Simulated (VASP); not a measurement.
# Ta (Im-3m) in VASP: notebook

The runs below take Ta through single point, relaxation of volume and atoms at fixed shape, with LDA.

All numbers are computed with VASP 6.6.1; they aren't measurements. Logs are shortened: lines on timing, memory, paths and dates and some standing lists are left out, and cuts for length are marked.

## Step 1: The cell of the first run

It takes space group Im-3m (No. 229, cubic). The conventional cell has a = 3.255 Å, b = 3.255 Å, c = 3.255 Å, α = 90.00°, β = 90.00°, γ = 90.00°. Within 3.7 Å of Ta (site symmetry m-3m) lie 14 Ta at 2.82 to 3.26 Å.

## Step 2: Single point, LDA

INCAR

```
SYSTEM = Ta
ALGO = Normal ; EDIFF = 1E-6
ENCUT = 500 ; GGA_COMPAT = .FALSE.
ISIF = 2 ; ISMEAR = -1
LASPH = .TRUE. ; LCHARG = .TRUE.
LELF = .TRUE. ; LREAL = .FALSE.
LVHAR = .TRUE. ; LWAVE = .FALSE.
NBANDS = 12 ; NELM = 120
PREC = Accurate ; SIGMA = 0.05
```

KPOINTS

```
k-points
0
G
  7 7 7
  0 0 0
```

POSCAR

```
Ta
1.0
   -1.6275660636      1.6275660636      1.6275660636
    1.6275660636     -1.6275660636      1.6275660636
    1.6275660636      1.6275660636     -1.6275660636
Ta
1
Direct
    0.0000000000      0.0000000000      0.0000000000
```

Potentials or basis: VASP PAW LDA potentials, release 64 (Ta_pv).

Run with:

```sh
cat potpaw_LDA.64/Ta_pv/POTCAR > POTCAR
mpirun -np 1 vasp_std > vasp.out
```

OUTCAR:

```text
SYSTEM = Ta
   EDIFF = 1E-6
   ENCUT = 500
   ISIF = 2
   ISMEAR = -1
   LASPH = .TRUE.
   LREAL = .FALSE.
   NELM = 120
   PREC = Accurate

 ion  position               nearest neighbor table
   1  0.000  0.000  0.000-

  LATTYP: Found a body centered cubic cell.
 ALAT       =     3.2551321272

  Lattice vectors:

 A1 = (  -1.6275660636,   1.6275660636,   1.6275660636)
 A2 = (   1.6275660636,  -1.6275660636,   1.6275660636)
 A3 = (   1.6275660636,   1.6275660636,  -1.6275660636)

Analysis of symmetry for initial positions (statically):
=====================================================================
 Subroutine PRICEL returns:
 Original cell was already a primitive cell.

 Routine SETGRP: Setting up the symmetry group for a
 body centered cubic supercell.

 Subroutine GETGRP returns: Found 48 space group operations
 (whereof 48 operations were pure point group operations)
 out of a pool of 48 trial point group operations.

The static configuration has the point symmetry O_h .

Analysis of symmetry for dynamics (positions and initial velocities):
=====================================================================
 Subroutine PRICEL returns:
 Original cell was already a primitive cell.

 Routine SETGRP: Setting up the symmetry group for a
 body centered cubic supercell.

 Subroutine GETGRP returns: Found 48 space group operations
 (whereof 48 operations were pure point group operations)
 out of a pool of 48 trial point group operations.

The dynamic configuration has the point symmetry O_h .

 Subroutine INISYM returns: Found 48 space group operations
 (whereof 48 operations are pure point group operations),
 and found     1 'primitive' translations

----------------------------------------------------------------------------------------

                                     Primitive cell

  volume of cell :      17.2455

  direct lattice vectors                    reciprocal lattice vectors
    -1.627566064  1.627566064  1.627566064     0.000000000  0.307207192  0.307207192
     1.627566064 -1.627566064  1.627566064     0.307207192  0.000000000  0.307207192
     1.627566064  1.627566064 -1.627566064     0.307207192  0.307207192  0.000000000

  length of vectors
     2.819027115  2.819027115  2.819027115     0.434456577  0.434456577  0.434456577

  position of ions in fractional coordinates (direct lattice)
     0.000000000  0.000000000  0.000000000

  ion indices of the primitive-cell ions
   primitive index   ion index
                 1           1

----------------------------------------------------------------------------------------

 KPOINTS: k-points

Automatic generation of k-mesh.
 Grid dimensions read from file:
 generate k-points for:    7    7    7

 Generating k-lattice:

  Cartesian coordinates                     Fractional coordinates (reciprocal lattice)
     0.000000000  0.043886742  0.043886742     0.142857143  0.000000000  0.000000000
     0.043886742  0.000000000  0.043886742     0.000000000  0.142857143  0.000000000
     0.043886742  0.043886742  0.000000000     0.000000000  0.000000000  0.142857143

  Length of vectors
     0.062065225  0.062065225  0.062065225

  Shift w.r.t. Gamma in fractional coordinates (k-lattice)
     0.000000000  0.000000000  0.000000000

 Subroutine IBZKPT returns following result:
 ===========================================

 Found     20 irreducible k-points:

 Following reciprocal coordinates:
            Coordinates               Weight
  0.000000  0.000000  0.000000      1.000000
  0.142857  0.000000  0.000000     12.000000
  0.285714  0.000000  0.000000     12.000000
  0.428571  0.000000  0.000000     12.000000
  0.142857  0.142857  0.000000     24.000000
  0.285714  0.142857  0.000000     48.000000
[... 12 lines left out ...]
 -0.428571 -0.428571  0.285714      8.000000
 -0.428571  0.428571  0.428571      6.000000
   k-points           NKPTS =     20   k-points in BZ     NKDIM =     20   number of bands    NBANDS=     12
   number of dos      NEDOS =    301   number of ions     NIONS =      1
   total plane-waves  NPLWV =  13824
   dimension x,y,z NGX =    24 NGY =   24 NGZ =   24
   dimension x,y,z NGXF=    48 NGYF=   48 NGZF=   48
   ions per type =               1
   NGX,Y,Z   is equivalent  to a cutoff of  14.15, 14.15, 14.15 a.u.
   NGXF,Y,Z  is equivalent  to a cutoff of  28.31, 28.31, 28.31 a.u.
 SYSTEM =  Ta
   PREC   = accura    normal or accurate (medium, high low for compatibility)
   ISTART =      0    job   : 0-new  1-cont  2-samecut
   ICHARG =      2    charge: 1-file 2-atom 10-const
   ISPIN  =      1    spin polarized calculation?
   LNONCOLLINEAR =      F non collinear calculations
   LSORBIT =      F    spin-orbit coupling
   LASPH  =      T    aspherical Exc in radial PAW
   ENCUT  =  500.0 eV  36.75 Ry    6.06 a.u.   5.14  5.14  5.14*2*pi/ulx,y,z
   NELM   =    120;   NELMIN=  2; NELMDL= -5     # of ELM steps
   EDIFF  = 0.1E-05   stopping-criterion for ELM
   LREAL  =      F    real-space projection
   EDIFFG = 0.1E-04   stopping-criterion for IOM
   NSW    =      0    number of steps for IOM
   IBRION =     -1    ionic relax: 0-MD 1-quasi-New 2-CG
   NFREE  =      0    steps in history (QN), initial steepest desc. (CG)
   ISIF   =      2    stress and relaxation
   ISYM   =      2    0-nonsym 1-usesym 2-fastsym
   POTIM  = 0.5000    time-step for ionic-motion
   TEBEG  =    0.0;   TEEND  =   0.0 temperature during run
   PSTRESS=    0.0 pullay stress
   NELECT =      11.0000    total number of electrons
   NUPDOWN=      -1.0000    fix difference up-down
   EMIN   =  10.00;   EMAX   =-10.00  energy-range for DOS
   EFERMI =   0.00;   METHOD = LEGACY
   ISMEAR =    -1;   SIGMA  =   0.05  broadening in eV -4-tet -1-fermi 0-gaus
   EFERMI_NEDOS =   21; number of points for ismear=-14 and -15
   IALGO  =     38    algorithm
   IMIX   =      4    mixing-type and parameters
     AMIX     =   0.40;   BMIX     =  1.00
     AMIX_MAG =   1.60;   BMIX_MAG =  1.00
  volume/ion in A,a.u.               =      17.25       116.38
  Fermi-wavevector in a.u.,A,eV,Ry     =   1.409225  2.663050 27.020027  1.985916
  Thomas-Fermi vector in A             =   2.531303
   LORBIT       =      0    0 simple, 1 ext, 2 COOP (PROOUT), +10 PAW based schemes
   GGA     = CA    functional components
   LHFCALC =     F    Hartree Fock is set to
   AEXX    =    0.0000 exact exchange contribution
   IVDW    =     0    specifies the selected vdW correction
   LEPSILON=     F    determine dielectric tensor
   LRPA    =     F    only Hartree local field effects (RPA)
 non-spin polarized calculation
  energy-cutoff  :      500.00
  volume of cell :       17.25
 maximum number of plane-waves:       444
 NGX is ok and might be reduce to    24
   NGX = 11   NGY = 11   NGZ = 11

 number of electron      11.0000000 magnetization

 Free energy of the ion-electron system (eV)
  ---------------------------------------------------
  ext. energy  EPLUGINS =         0.00000000
  ---------------------------------------------------
  free energy    TOTEN  =       -12.84434811 eV

  energy without entropy =      -12.83541981  energy(sigma->0) =      -12.83988396

 E-fermi :   5.5918     XC(G=0): -13.0252

 val. band max:        5.4148588913   @ k =   0.2857   0.1429   0.0000
 cond. band min:       5.6025241177   @ k =   0.2857   0.0000   0.0000
 fundamental gap:      0.1876652264
 Fermi energy:         5.5918302780

 k-point     1 :       0.0000    0.0000    0.0000
  band No.  band energies     occupation
      1     -27.0094      2.00000
      2     -27.0094      2.00000
      3     -27.0094      2.00000
      4      -2.2352      2.00000
      5       6.4048      0.00000
      6       6.4048      0.00000
      7       6.4048      0.00000
      8       9.8311      0.00000
      9       9.8311      0.00000
     10      19.5330      0.00000
     11      21.0509      0.00000
     12      21.0509      0.00000

 k-point     2 :       0.1429    0.0000    0.0000
  band No.  band energies     occupation
      1     -27.2896      2.00000
      2     -27.0952      2.00000
      3     -27.0112      2.00000
      4      -1.3154      2.00000
      5       5.8452      0.01251
      6       6.1537      0.00003
      7       7.3410      0.00000
      8       9.1858      0.00000
      9       9.8545      0.00000
     10      19.5327      0.00000
     11      21.7374      0.00000
     12      22.6551      0.00000

 k-point     3 :       0.2857    0.0000    0.0000
  band No.  band energies     occupation
      1     -27.8803      2.00000
      2     -27.2834      2.00000
      3     -27.0156      2.00000
      4       0.5781      2.00000
      5       4.8075      2.00000
      6       5.6025      0.89347
      7       9.3805      0.00000
      8       9.9368      0.00000
      9      10.1353      0.00000
     10      19.5289      0.00000
     11      20.7523      0.00000
     12      22.3142      0.00000

 k-point     4 :       0.4286    0.0000    0.0000
  band No.  band energies     occupation
      1     -28.3208      2.00000
      2     -27.4298      2.00000
      3     -27.0192      2.00000
      4       1.1976      2.00000
      5       4.1188      2.00000
      6       7.1150      0.00000
      7       9.8217      0.00000
      8      10.6803      0.00000
      9      13.1848      0.00000
     10      18.3884      0.00000
     11      18.7342      0.00000
     12      19.5622      0.00000

 k-point     5 :       0.1429    0.1429    0.0000
  band No.  band energies     occupation
      1     -27.6939      2.00000
      2     -27.2019      2.00000
      3     -27.0752      2.00000
      4       0.2143      2.00000
      5       5.2495      1.99787
      6       5.2930      1.99494
      7       8.7409      0.00000
      8       9.3078      0.00000
      9      10.3575      0.00000
     10      19.5308      0.00000
     11      22.3413      0.00000
     12      22.8887      0.00000
[... 168 lines left out ...]
      1     -27.8471      2.00000
      2     -27.5851      2.00000
      3     -27.5851      2.00000
      4       2.7151      2.00000
      5       3.8886      2.00000
      6       7.5121      0.00000
      7       7.5121      0.00000
      8       9.7023      0.00000
      9      10.8181      0.00000
     10      19.5299      0.00000
     11      21.4522      0.00000
     12      24.5275      0.00000

 k-point    18 :      -0.4286    0.4286    0.2857
  band No.  band energies     occupation
      1     -28.0850      2.00000
      2     -27.7457      2.00000
      3     -27.6180      2.00000
      4       2.7178      2.00000
      5       3.2174      2.00000
      6       7.7049      0.00000
      7       8.0214      0.00000
      8      12.4404      0.00000
      9      12.9188      0.00000
     10      18.8593      0.00000
     11      19.5482      0.00000
     12      20.6740      0.00000

 k-point    19 :      -0.4286   -0.4286    0.2857
  band No.  band energies     occupation
      1     -27.9916      2.00000
      2     -27.9916      2.00000
      3     -27.6507      2.00000
      4       2.5874      2.00000
      5       2.5874      2.00000
      6       7.4383      0.00000
      7      11.2477      0.00000
      8      11.2477      0.00000
      9      16.3633      0.00000
     10      17.1061      0.00000
     11      17.1061      0.00000
     12      19.5358      0.00000

 k-point    20 :      -0.4286    0.4286    0.4286
  band No.  band energies     occupation
      1     -27.9640      2.00000
      2     -27.9134      2.00000
      3     -27.9134      2.00000
      4       1.9287      2.00000
      5       2.0492      2.00000
      6      11.0126      0.00000
      7      11.0126      0.00000
      8      12.3774      0.00000
      9      13.5633      0.00000
     10      17.2967      0.00000
     11      17.2967      0.00000
     12      19.5254      0.00000

------------------------ aborting loop because EDIFF is reached ----------------------------------------

  FORCE on cell =-STRESS in cart. coord.  units (eV):
  Direction    XX          YY          ZZ          XY          YZ          ZX
  --------------------------------------------------------------------------------------
  -------------------------------------------------------------------------------------
  Total        0.2669539      0.2669539      0.2669539      0.0000000      0.0000000     -0.0000000
  in kB       24.8011016     24.8011016     24.8011016      0.0000000      0.0000000     -0.0000000
  external PRESSURE =      24.8011016 kB  Pullay stress =       0.0000000 kB

 VOLUME and BASIS-vectors are now :
 -----------------------------------------------------------------------------
  energy-cutoff  :      500.00
  volume of cell :       17.25
      direct lattice vectors                 reciprocal lattice vectors
    -1.627566064  1.627566064  1.627566064     0.000000000  0.307207192  0.307207192
     1.627566064 -1.627566064  1.627566064     0.307207192  0.000000000  0.307207192
     1.627566064  1.627566064 -1.627566064     0.307207192  0.307207192  0.000000000

 POSITION                                       TOTAL-FORCE (eV/Angst)
 -----------------------------------------------------------------------------------
      0.00000      0.00000      0.00000        -0.000000      0.000000     -0.000000
 -----------------------------------------------------------------------------------
    total drift:                               -0.000000      0.000000      0.000000

  FREE ENERGIE OF THE ION-ELECTRON SYSTEM (eV)
  ---------------------------------------------------
  free  energy   TOTEN  =       -12.8443481118 eV

  energy  without entropy=      -12.8354198101  energy(sigma->0) =      -12.83988396
```

Run time: 3.6 s. Hardware: 1 thread of Intel Xeon Platinum 8259CL at 2.50GHz (Skylake/Cascade Lake), shared host; peak memory 0.13 GiB.

Results:

```
Free energy : -12.8443 eV
Pressure    : 2.5 GPa
```

Levels at points of the mesh, in eV from the Fermi level:
| k point | band 2 | band 3 | band 4 | band 5 | band 6 | band 7 | band 8 | band 9 |
| --- | --- | --- | --- | --- | --- | --- | --- | --- |
| (0.00, 0.00, 0.00) | -32.60 | -32.60 | -7.83 | 0.81 | 0.81 | 0.81 | 4.24 | 4.24 |

Caveat: the k points lie up to 0.39 Å⁻¹ apart; spin-orbit coupling is left out, which moves the levels of the heavy elements.

## Step 3: Relaxation of volume and atoms at fixed shape, LDA

This run uses another cell than the first one, of 18.01 Å³/atom, 1.044 times its volume.

INCAR

```
SYSTEM = Ta
ALGO = Normal ; EDIFF = 1E-7
EDIFFG = -0.03 ; ENCUT = 500
GGA_COMPAT = .FALSE. ; IBRION = 2
ISIF = 8 ; ISMEAR = -1
LASPH = .TRUE. ; LCHARG = .FALSE.
LREAL = .FALSE. ; LWAVE = .FALSE.
NELM = 120 ; NELMIN = 4
NSW = 60 ; PREC = Accurate
SIGMA = 0.05
```

KPOINTS is that of step 2.

POSCAR

```
Ta
1.0
   -1.6512800000      1.6512800000      1.6512800000
    1.6512800000     -1.6512800000      1.6512800000
    1.6512800000      1.6512800000     -1.6512800000
Ta
1
Direct
    0.0000000000      0.0000000000      0.0000000000
```

Potentials or basis: VASP PAW LDA potentials, release 64 (Ta_pv).

Run with:

```sh
cat potpaw_LDA.64/Ta_pv/POTCAR > POTCAR
mpirun -np 1 vasp_std > vasp.out
```

Wall time 13 s (1 thread of Intel Xeon Platinum 8259CL at 2.50GHz (Skylake/Cascade Lake), shared host); peak memory 0.13 GiB.

It converged, with:

```yaml
Free_energy: -12.8460 eV
Relaxed_volume: 17.43 Å³/atom
Relaxed_cell: a = 2.829 Å, b = 2.829 Å, c = 2.829 Å, α = 109.47°, β = 109.47°, γ = 109.47°
Space_group_after_relaxing_to_0.05_Å: Im-3m (No. 229)
Energy_gained_by_relaxing: 13.3 meV/atom
Ionic_steps: 4
Pressure_after_relaxing: 0.0 GPa
```

Step by step:
| step | energy change (eV) | largest force (eV/Å) | pressure (GPa) | volume (Å³) |
| --- | --- | --- | --- | --- |
| 1 | 0.0000 | 0.0000 | -7.12 | 18.01 |
| 2 | 0.0806 | 0.0000 | 22.14 | 16.00 |
| 3 | -0.0133 | 0.0000 | -0.34 | 17.45 |
| 4 | -0.0133 | 0.0000 | -0.02 | 17.43 |

Final structure:
```xyz
1
Lattice="-1.6333 1.6333 1.6333 1.6333 -1.6333 1.6333 1.6333 1.6333 -1.6333" Properties=species:S:1:pos:R:3 pbc="T T T"
Ta    0.0000    0.0000    3.2666
```

Levels at points of the mesh, in eV from the Fermi level:
| k point | band 2 | band 3 | band 4 | band 5 | band 6 | band 7 | band 8 | band 9 |
| --- | --- | --- | --- | --- | --- | --- | --- | --- |
| (0.00, 0.00, 0.00) | -32.64 | -32.64 | -7.79 | 0.81 | 0.81 | 0.81 | 4.20 | 4.20 |

Caveat: the k points lie up to 0.39 Å⁻¹ apart in the final cell; spin-orbit coupling is left out, which moves the levels of the heavy elements.
